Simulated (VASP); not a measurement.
Runs of VASP 6.6.1 on CsH. The structure is that of space group Fm-3m (No. 225), or close to it. The cells are those of the table. 

```csv
task,cell,gap on the mesh (eV),pressure (GPa)
single point,"a = 3.754 Å, angles 60.0, 60.0, 90.0°, 2 atoms",(a),(b)
single point,"a = 4.509 Å, angles 60.0, 60.0, 90.0°, 2 atoms",2.66,0.0
single point,"a = 4.286 Å, angles 60.0, 60.0, 90.0°, 2 atoms",(c),2.1
single point,"a = 4.143 Å, angles 60.0, 60.0, 90.0°, 2 atoms",2.25,4.1
single point,"a = 3.995 Å, angles 60.0, 60.0, 90.0°, 2 atoms",2.01,7.2
```

Alike in all rows: level r2SCAN; potentials or basis VASP PAW PBE potentials, release 64 (Cs_sv, H); no spin polarisation; k mesh 6 × 6 × 6; cutoff (eV) 520; smearing gaussian 0.01 eV.

Q: Fill in the values left out.

A: (a) 1.55; (b) 15.7; (c) 2.45.

Caveats: the PAW data sets were made with another functional, which shifts forces and pressure a little; spin-orbit coupling is left out, which moves the levels of the heavy elements.

A k mesh can miss the band edges, and the runs leave out spin-orbit coupling on Cs.
